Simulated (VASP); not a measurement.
# CaS (Fm-3m) in VASP: a series of runs

CaS is run at these levels: PBE; tasks: single point.

Everything below comes from runs of VASP 6.6.1. Logs are shortened: lines on timing, memory, paths and dates and some standing lists are left out, and cuts for length are marked.

**1. The cell of the first run**

Symmetry: Fm-3m, No. 225, cubic system. Conventional cell: a = 5.599 Å, b = 5.599 Å, c = 5.599 Å, α = 90.00°, β = 90.00°, γ = 90.00°. Within 3.7 Å of Ca (site symmetry m-3m) lie 6 S at 2.80 Å. S (site symmetry m-3m) has 6 Ca at 2.80 Å within 3.7 Å.

**2. Single point, PBE (volume changed by -5%)**

Input file INCAR:

```
SYSTEM = CaS
PREC = Accurate ; ENCUT = 500
EDIFF = 1E-6 ; ISMEAR = 0
SIGMA = 0.01 ; LREAL = .FALSE.
LASPH = .TRUE. ; NELM = 120
ALGO = Normal ; ISIF = 2
LWAVE = .FALSE. ; LCHARG = .FALSE.
GGA = PE ; NBANDS = 15
GGA_COMPAT = .FALSE.
```

Input file KPOINTS:

```
Automatic mesh
0
G
  4 4 4
  0 0 0
```

Input file POSCAR:

```
CaS
1.0
    0.0000000000      2.7996542053      2.7996542053
    2.7996542053      0.0000000000      2.7996542053
    2.7996542053      2.7996542053      0.0000000000
Ca S
1 1
Direct
    0.0000000000      0.0000000000      0.0000000000
    0.5000000000      0.5000000000      0.5000000000
```

Potentials or basis: VASP PAW PBE potentials, release 64 (Ca_sv, S).

The run is started by

```sh
> cat potpaw_PBE.64/Ca_sv/POTCAR potpaw_PBE.64/S/POTCAR > POTCAR
> mpirun -np 1 vasp_std > vasp.out
```

OUTCAR:

```text
SYSTEM = CaS
   PREC = Accurate
   ENCUT = 500
   EDIFF = 1E-6
   ISMEAR = 0
   LREAL = .FALSE.
   LASPH = .TRUE.
   NELM = 120
   ISIF = 2
   GGA = PE

 ion  position               nearest neighbor table
   1  0.000  0.000  0.000-   2 2.80   2 2.80   2 2.80   2 2.80   2 2.80   2 2.80
   2  0.500  0.500  0.500-   1 2.80   1 2.80   1 2.80   1 2.80   1 2.80   1 2.80

  LATTYP: Found a face centered cubic cell.
 ALAT       =     5.5993084106

  Lattice vectors:

 A1 = (   0.0000000000,   2.7996542053,   2.7996542053)
 A2 = (   2.7996542053,   0.0000000000,   2.7996542053)
 A3 = (   2.7996542053,   2.7996542053,   0.0000000000)

Analysis of symmetry for initial positions (statically):
=====================================================================
 Subroutine PRICEL returns:
 Original cell was already a primitive cell.

 Routine SETGRP: Setting up the symmetry group for a
 face centered cubic supercell.

 Subroutine GETGRP returns: Found 48 space group operations
[... 9 lines left out ...]

 Routine SETGRP: Setting up the symmetry group for a
 face centered cubic supercell.

 Subroutine GETGRP returns: Found 48 space group operations
[... 11 lines left out ...]
                                     Primitive cell

  volume of cell :      43.8877

  direct lattice vectors                    reciprocal lattice vectors
     0.000000000  2.799654205  2.799654205    -0.178593485  0.178593485  0.178593485
     2.799654205  0.000000000  2.799654205     0.178593485 -0.178593485  0.178593485
     2.799654205  2.799654205  0.000000000     0.178593485  0.178593485 -0.178593485

  length of vectors
     3.959308947  3.959308947  3.959308947     0.309332989  0.309332989  0.309332989

  position of ions in fractional coordinates (direct lattice)
[... 8 lines left out ...]
----------------------------------------------------------------------------------------

 KPOINTS: Automatic mesh

Automatic generation of k-mesh.
 Grid dimensions read from file:
 generate k-points for:    4    4    4

 Generating k-lattice:

  Cartesian coordinates                     Fractional coordinates (reciprocal lattice)
    -0.044648371  0.044648371  0.044648371     0.250000000  0.000000000  0.000000000
     0.044648371 -0.044648371  0.044648371     0.000000000  0.250000000  0.000000000
     0.044648371  0.044648371 -0.044648371     0.000000000  0.000000000  0.250000000

  Length of vectors
     0.077333247  0.077333247  0.077333247

  Shift w.r.t. Gamma in fractional coordinates (k-lattice)
     0.000000000  0.000000000  0.000000000

 Subroutine IBZKPT returns following result:
 ===========================================

 Found      8 irreducible k-points:

[... 39 lines left out ...]
   NELECT =      16.0000    total number of electrons
   NUPDOWN=      -1.0000    fix difference up-down
   EMIN   =  10.00;   EMAX   =-10.00  energy-range for DOS
   EFERMI =   0.00;   METHOD = LEGACY
   ISMEAR =     0;   SIGMA  =   0.01  broadening in eV -4-tet -1-fermi 0-gaus
   EFERMI_NEDOS =   21; number of points for ismear=-14 and -15
   IALGO  =     38    algorithm
   IMIX   =      4    mixing-type and parameters
     AMIX     =   0.40;   BMIX     =  1.00
     AMIX_MAG =   1.60;   BMIX_MAG =  1.00
  volume/ion in A,a.u.               =      21.94       148.08
  Fermi-wavevector in a.u.,A,eV,Ry     =   1.169501  2.210036 18.609118  1.367732
  Thomas-Fermi vector in A             =   2.305972
   LORBIT       =      0    0 simple, 1 ext, 2 COOP (PROOUT), +10 PAW based schemes
   GGA     = PE    functional components
   LHFCALC =     F    Hartree Fock is set to
   AEXX    =    0.0000 exact exchange contribution
   IVDW    =     0    specifies the selected vdW correction
   LEPSILON=     F    determine dielectric tensor
   LRPA    =     F    only Hartree local field effects (RPA)
 non-spin polarized calculation
 Gauss-broadening in eV      SIGMA  =   0.01
  energy-cutoff  :      500.00
  volume of cell :       43.89
 maximum number of plane-waves:      1139
 NGX is ok and might be reduce to    30
   NGX = 15   NGY = 15   NGZ = 15

 number of electron      15.9999998 magnetization

 Free energy of the ion-electron system (eV)
  ---------------------------------------------------
  ext. energy  EPLUGINS =         0.00000000
  ---------------------------------------------------
  free energy    TOTEN  =       -10.31745532 eV

  energy without entropy =      -10.31745532  energy(sigma->0) =      -10.31745532

 E-fermi :   3.2454     XC(G=0):  -9.5334

 val. band max:        3.1110459194   @ k =   0.0000   0.0000   0.0000
 cond. band min:       5.3348416751   @ k =   0.5000   0.5000   0.0000
 fundamental gap:      2.2237957558
 Fermi energy:         3.2453948272

 k-point     1 :       0.0000    0.0000    0.0000
  band No.  band energies     occupation
      1     -35.9295      2.00000
      2     -16.9157      2.00000
      3     -16.9157      2.00000
      4     -16.9157      2.00000
      5      -8.3878      2.00000
      6       3.1110      2.00000
      7       3.1110      2.00000
      8       3.1110      2.00000
      9       7.2499      0.00000
     10       7.2499      0.00000
     11       7.2499      0.00000
     12       7.5807      0.00000
     13       7.8883      0.00000
     14       7.8883      0.00000
[... 113 lines left out ...]
      2     -17.0216      2.00000
      3     -17.0216      2.00000
      4     -16.9893      2.00000
      5      -7.5654      2.00000
      6       1.2325      2.00000
      7       1.2325      2.00000
      8       1.4526      2.00000
      9       7.9793      0.00000
     10       7.9793      0.00000
     11       9.2558      0.00000
     12       9.7472      0.00000
     13      10.0993      0.00000
     14      12.8501      0.00000
     15      13.5607      0.00000

------------------------ aborting loop because EDIFF is reached ----------------------------------------

  FORCE on cell =-STRESS in cart. coord.  units (eV):
  Direction    XX          YY          ZZ          XY          YZ          ZX
  --------------------------------------------------------------------------------------
  -------------------------------------------------------------------------------------
  Total        1.1416843      1.1416843      1.1416843      0.0000000      0.0000000      0.0000000
  in kB       41.6786294     41.6786294     41.6786294      0.0000000      0.0000000      0.0000000
  external PRESSURE =      41.6786294 kB  Pullay stress =       0.0000000 kB

 VOLUME and BASIS-vectors are now :
 -----------------------------------------------------------------------------
  energy-cutoff  :      500.00
  volume of cell :       43.89
      direct lattice vectors                 reciprocal lattice vectors
     0.000000000  2.799654205  2.799654205    -0.178593485  0.178593485  0.178593485
     2.799654205  0.000000000  2.799654205     0.178593485 -0.178593485  0.178593485
     2.799654205  2.799654205  0.000000000     0.178593485  0.178593485 -0.178593485

 POSITION                                       TOTAL-FORCE (eV/Angst)
 -----------------------------------------------------------------------------------
      0.00000      0.00000      0.00000        -0.000000      0.000000     -0.000000
      2.79965      2.79965      2.79965         0.000000     -0.000000      0.000000
 -----------------------------------------------------------------------------------
    total drift:                               -0.000000      0.000000      0.000000

  FREE ENERGIE OF THE ION-ELECTRON SYSTEM (eV)
  ---------------------------------------------------
  free  energy   TOTEN  =       -10.3174553162 eV

  energy  without entropy=      -10.3174553162  energy(sigma->0) =      -10.31745532
```

It took 12 s on 1 thread of Intel Xeon 8259CL, shared host; peak memory 0.16 GiB.

What came out:

- Free energy: -10.3175 eV
- Pressure: 4.2 GPa
- Band gap on the k mesh: 2.22 eV, indirect (least direct gap 3.07 eV)

Levels at points of the mesh, in eV from the valence-band top:
```tsv
k point	band 6	band 7	band 8	band 9	band 10	band 11
(0.00, 0.00, 0.00)	0.00	0.00	0.00	4.14	4.14	4.14
(0.50, 0.00, 0.00)	-3.28	-1.27	-1.27	5.31	6.22	6.34
(0.50, 0.50, 0.00)	-2.38	-0.84	-0.84	2.22	5.68	6.27
```

Caveat: the k points lie up to 0.49 Å⁻¹ apart. A k mesh can miss the band edges.

(Continued in part 2 of 2.)
